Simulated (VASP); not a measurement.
# BaTiO3 (P4mm) in VASP: notebook

The runs below take BaTiO3 through relaxation of the atoms, with PBE.

Program: VASP 6.6.1. These are calculated values, not measurements. Logs are shortened: lines on timing, memory, paths and dates and some standing lists are left out, and cuts for length are marked.

## (1) The cell of the first run

The structure is tetragonal, space group P4mm (No. 99). The conventional cell has a = 4.045 Å, b = 4.045 Å, c = 4.263 Å, α = 90.00°, β = 90.00°, γ = 90.00°. Ba (site symmetry 4mm) has 12 O at 2.84 to 3.04 Å and 8 Ti at 3.52 to 3.61 Å within 3.7 Å. Ti (site symmetry 4mm) has 6 O at 1.84 to 2.42 Å within 2.5 Å. Within 2.7 Å of O (site symmetry 2mm) lie 2 Ti at 2.03 Å. O (site symmetry 4mm) has 2 Ti at 1.84 to 2.42 Å within 2.5 Å.

## (2) Relaxation of the atoms, PBE (equal strain along all axes, cell held: +1.5 %)

INCAR

```
SYSTEM = BaTiO3
ALGO     = Normal         ! electronic algorithm
EDIFF    = 1E-7           ! SCF threshold, eV
EDIFFG   = -0.008         ! ionic threshold
ENCUT    = 520            ! plane-wave cutoff, eV
GGA      = PE             ! functional
IBRION   = 2              ! ionic algorithm
ISIF     = 2              ! what is computed and relaxed
ISMEAR   = 0              ! smearing method
LASPH    = .True.         ! aspherical terms in the spheres
LCHARG   = .False.        ! write CHGCAR
LREAL    = .False.        ! projectors in reciprocal space
LWAVE    = .False.        ! write WAVECAR
NELM     = 100            ! most SCF steps
NSW      = 60             ! ionic steps
PREC     = Accurate       ! precision mode
SIGMA    = 0.02           ! smearing width, eV
```

KPOINTS

```
k-points
0
Gamma
  8 8 6
  0 0 0
```

POSCAR

```
BaTiO3
1.0
    4.0452315431      0.0000000000      0.0000000000
    0.0000000000      4.0452315431      0.0000000000
    0.0000000000      0.0000000000      4.2634898911
Ba Ti O
1 1 3
Direct
    0.5000000000      0.5000000000      0.5912757175
    0.0000000000      0.0000000000      0.1084227160
    0.0000000000      0.5000000000      0.0602445497
    0.5000000000      0.0000000000      0.0602445497
    0.0000000000      0.0000000000      0.5398094571
```

Potentials or basis: VASP PAW PBE potentials, release 64 (Ba_sv, Ti_sv, O).

Run with:

```console
$ cat potpaw_PBE.64/Ba_sv/POTCAR potpaw_PBE.64/Ti_sv/POTCAR potpaw_PBE.64/O/POTCAR > POTCAR
$ mpirun -np 1 vasp_std > vasp.out
```

OUTCAR:

```text
SYSTEM = BaTiO3
   EDIFF = 1E-7
   EDIFFG = -0.008
   ENCUT = 520
   GGA = PE
   IBRION = 2
   ISIF = 2
   ISMEAR = 0
   LASPH = .True.
   LREAL = .False.
   NELM = 100
   NSW = 60
   PREC = Accurate

 ion  position               nearest neighbor table
   1  0.500  0.500  0.591-   3 2.84   4 2.84   4 2.84   3 2.84   5 2.87   5 2.87   5 2.87   5 2.87
                             3 3.04   4 3.04   3 3.04   4 3.04   2 3.52   2 3.52   2 3.52   2 3.52
   2  0.000  0.000  0.108-   5 1.84   4 2.03   3 2.03   3 2.03   4 2.03   5 2.42   1 3.52   1 3.52
                             1 3.52   1 3.52   1 3.61   1 3.61   1 3.61   1 3.61
   3  0.000  0.500  0.060-   2 2.03   2 2.03   1 2.84   1 2.84   1 3.04   1 3.04
   4  0.500  0.000  0.060-   2 2.03   2 2.03   1 2.84   1 2.84   1 3.04   1 3.04
   5  0.000  0.000  0.540-   2 1.84   2 2.42   1 2.87   1 2.87   1 2.87   1 2.87

  LATTYP: Found a simple tetragonal cell.
 ALAT       =     4.0452315431
 C/A-ratio  =     1.0539544759

  Lattice vectors:

 A1 = (   4.0452315431,   0.0000000000,   0.0000000000)
 A2 = (   0.0000000000,   4.0452315431,   0.0000000000)
 A3 = (   0.0000000000,   0.0000000000,   4.2634898911)

Analysis of symmetry for initial positions (statically):
=====================================================================
 Subroutine PRICEL returns:
 Original cell was already a primitive cell.

 Routine SETGRP: Setting up the symmetry group for a
 simple tetragonal supercell.

 Subroutine GETGRP returns: Found  8 space group operations
 (whereof  8 operations were pure point group operations)
 out of a pool of 16 trial point group operations.

The static configuration has the point symmetry C_4v.

Analysis of symmetry for dynamics (positions and initial velocities):
=====================================================================
 Subroutine PRICEL returns:
 Original cell was already a primitive cell.

 Routine SETGRP: Setting up the symmetry group for a
 simple tetragonal supercell.

 Subroutine GETGRP returns: Found  8 space group operations
 (whereof  8 operations were pure point group operations)
 out of a pool of 16 trial point group operations.

The dynamic configuration has the point symmetry C_4v.

 Subroutine INISYM returns: Found  8 space group operations
 (whereof  8 operations are pure point group operations),
 and found     1 'primitive' translations

----------------------------------------------------------------------------------------

[... 102 lines left out ...]
   IBRION =      2    ionic relax: 0-MD 1-quasi-New 2-CG
   NFREE  =      1    steps in history (QN), initial steepest desc. (CG)
   ISIF   =      2    stress and relaxation
   ISYM   =      2    0-nonsym 1-usesym 2-fastsym
   POTIM  = 0.5000    time-step for ionic-motion
   TEBEG  =    0.0;   TEEND  =   0.0 temperature during run
   PSTRESS=    0.0 pullay stress
   NELECT =      40.0000    total number of electrons
   NUPDOWN=      -1.0000    fix difference up-down
   EMIN   =  10.00;   EMAX   =-10.00  energy-range for DOS
   EFERMI =   0.00;   METHOD = LEGACY
   ISMEAR =     0;   SIGMA  =   0.02  broadening in eV -4-tet -1-fermi 0-gaus
   EFERMI_NEDOS =   21; number of points for ismear=-14 and -15
   IALGO  =     38    algorithm
   IMIX   =      4    mixing-type and parameters
     AMIX     =   0.40;   BMIX     =  1.00
     AMIX_MAG =   1.60;   BMIX_MAG =  1.00
  volume/ion in A,a.u.               =      13.95        94.16
  Fermi-wavevector in a.u.,A,eV,Ry     =   1.360016  2.570058 25.165944  1.849645
  Thomas-Fermi vector in A             =   2.486715
   LORBIT       =      0    0 simple, 1 ext, 2 COOP (PROOUT), +10 PAW based schemes
   GGA     = PE    functional components
   LHFCALC =     F    Hartree Fock is set to
   AEXX    =    0.0000 exact exchange contribution
   IVDW    =     0    specifies the selected vdW correction
   LEPSILON=     F    determine dielectric tensor
   LRPA    =     F    only Hartree local field effects (RPA)
 conjugate gradient relaxation of ions
 non-spin polarized calculation
 Gauss-broadening in eV      SIGMA  =   0.02
  energy-cutoff  :      520.00
  volume of cell :       69.77
 maximum number of plane-waves:      1920
   NGX = 15   NGY = 15   NGZ = 15

--------------------------------------- Ionic step        1  -------------------------------------------

 number of electron      39.9999980 magnetization

 Free energy of the ion-electron system (eV)
  ---------------------------------------------------
  ext. energy  EPLUGINS =         0.00000000
  ---------------------------------------------------
  free energy    TOTEN  =       -40.00942549 eV

  energy without entropy =      -40.00942549  energy(sigma->0) =      -40.00942549

------------------------ aborting loop because EDIFF is reached ----------------------------------------

  FORCE on cell =-STRESS in cart. coord.  units (eV):
  Direction    XX          YY          ZZ          XY          YZ          ZX
  --------------------------------------------------------------------------------------
  -------------------------------------------------------------------------------------
  Total       -2.1707741     -2.1707741     -2.0618081      0.0000000      0.0000000      0.0000000
  in kB      -49.8509240    -49.8509240    -47.3485644      0.0000000      0.0000000      0.0000000
  external PRESSURE =     -49.0168041 kB  Pullay stress =       0.0000000 kB
[... 299 lines left out ...]
--------------------------------------- Ionic step        9  -------------------------------------------

 number of electron      39.9999979 magnetization

 Free energy of the ion-electron system (eV)
  ---------------------------------------------------
  ext. energy  EPLUGINS =         0.00000000
  ---------------------------------------------------
  free energy    TOTEN  =       -40.01760234 eV

  energy without entropy =      -40.01760234  energy(sigma->0) =      -40.01760234

 E-fermi :   3.5468     XC(G=0): -10.7868

 val. band max:        3.4478410298   @ k =   0.5000   0.5000   0.5000
 cond. band min:       5.1735443806   @ k =   0.0000   0.0000   0.0000
 fundamental gap:      1.7257033508
 Fermi energy:         3.5468396606

 k-point     1 :       0.0000    0.0000    0.0000
  band No.  band energies     occupation
      1     -53.3317      2.00000
      2     -29.6736      2.00000
      3     -29.5086      2.00000
      4     -29.5086      2.00000
      5     -21.9033      2.00000
      6     -13.4991      2.00000
[... 637 lines left out ...]
     23       6.8318      0.00000
     24       7.9653      0.00000

 [... further k-points ...]
[... 5 lines left out ...]
  --------------------------------------------------------------------------------------
  -------------------------------------------------------------------------------------
  Total       -2.0329611     -2.0329611     -1.0246150      0.0000000      0.0000000      0.0000000
  in kB      -46.6861043    -46.6861043    -23.5298567      0.0000000      0.0000000      0.0000000
  external PRESSURE =     -38.9673551 kB  Pullay stress =       0.0000000 kB
[... 20 lines left out ...]
  FREE ENERGIE OF THE ION-ELECTRON SYSTEM (eV)
  ---------------------------------------------------
  free  energy   TOTEN  =       -40.0176023355 eV

  energy  without entropy=      -40.0176023355  energy(sigma->0) =      -40.01760234

 reached required accuracy - stopping structural energy minimisation
```

OSZICAR:

```text
N       E                     dE             d eps       ncg     rms          rms(c)
DAV:   1     0.444874028983E+03    0.44487E+03   -0.19913E+04  2880   0.175E+03
DAV:   2    -0.186058678128E+01   -0.44673E+03   -0.43838E+03  3608   0.473E+02
DAV:   3    -0.492349525539E+02   -0.47374E+02   -0.46445E+02  4248   0.147E+02
DAV:   4    -0.508620209984E+02   -0.16271E+01   -0.16262E+01  4136   0.264E+01
[... 75 lines left out ...]
DAV:   1    -0.400175939914E+02    0.42502E-05   -0.17020E-03  3272   0.470E-01    0.123E-02
DAV:   2    -0.400176028347E+02   -0.88434E-05   -0.10661E-04  3216   0.745E-02    0.124E-02
DAV:   3    -0.400176025406E+02    0.29412E-06   -0.56800E-06  4040   0.188E-02    0.724E-03
DAV:   4    -0.400176023696E+02    0.17099E-06   -0.13474E-06  3776   0.104E-02    0.329E-03
DAV:   5    -0.400176023355E+02    0.34116E-07   -0.38010E-07  3056   0.496E-03
   9 F= -.40017602E+02 E0= -.40017602E+02  d E =-.272858E-05
```

CONTCAR:

```text
BaTiO3
   1.00000000000000
     4.0452315430999999    0.0000000000000000    0.0000000000000000
     0.0000000000000000    4.0452315430999999    0.0000000000000000
     0.0000000000000000    0.0000000000000000    4.2634898910999999
  Ba              Ti              O
     1     1     3
Direct
     0.5000000000000000    0.5000000000000000    0.5935041755021956
     0.0000000000000000    0.0000000000000000    0.1111199678123042
     0.0000000000000000    0.5000000000000000    0.0605838212925836
     0.5000000000000000    1.0000000000000000    0.0605838212925836
     0.0000000000000000    0.0000000000000000    0.5342052041003323

  0.00000000E+00  0.00000000E+00  0.00000000E+00
  0.00000000E+00  0.00000000E+00  0.00000000E+00
  0.00000000E+00  0.00000000E+00  0.00000000E+00
  0.00000000E+00  0.00000000E+00  0.00000000E+00
  0.00000000E+00  0.00000000E+00  0.00000000E+00
```

Wall time 9.3 min (1 thread of Oxide Virtual Turin-like, shared host); peak memory 0.22 GiB.

What came out:

| Item | Value |
| --- | --- |
| Free energy | -40.0176 eV |
| Energy gained by relaxing | 1.6 meV/atom |
| Ionic steps | 9 |
| Pressure after relaxing | -3.9 GPa |
| Band gap on the k mesh | 1.73 eV (least direct gap 2.30 eV) |

Stress tensor (GPa, compression positive):
```
-4.67  0.00  0.00
 0.00 -4.67  0.00
 0.00  0.00 -2.35
```

The path:
```
step  energy change (eV)  largest force (eV/Å)  pressure (GPa)
   1              0.0000                0.4706           -4.90
   2             -0.0076                0.1272           -3.81
   3             -0.0078                0.0530           -3.96
   4             -0.0080                0.0330           -3.94
   5             -0.0081                0.0179           -3.92
   6             -0.0081                0.0132           -3.91
   7             -0.0082                0.0091           -3.88
   8             -0.0082                0.0114           -3.91
   9             -0.0082                0.0009           -3.90
```

Final structure:
```yaml
crystal:
  lattice:
    - [4.04523, 0.00000, 0.00000]
    - [0.00000, 4.04523, 0.00000]
    - [0.00000, 0.00000, 4.26349]
  atoms:
    - { symbol: Ba, position: [0.50000, 0.50000, 0.59350] }
    - { symbol: Ti, position: [0.00000, 0.00000, 0.11112] }
    - { symbol: O, position: [0.00000, 0.50000, 0.06058] }
    - { symbol: O, position: [0.50000, 0.00000, 0.06058] }
    - { symbol: O, position: [0.00000, 0.00000, 0.53421] }
```

Caveat: the cell differs from its parent crystal (equal strain along all axes, cell held: +1.5 %); spin-orbit coupling is left out, which moves the levels of the heavy elements. A k mesh can miss the band edges.

(Part 1 of 2 ends here.)
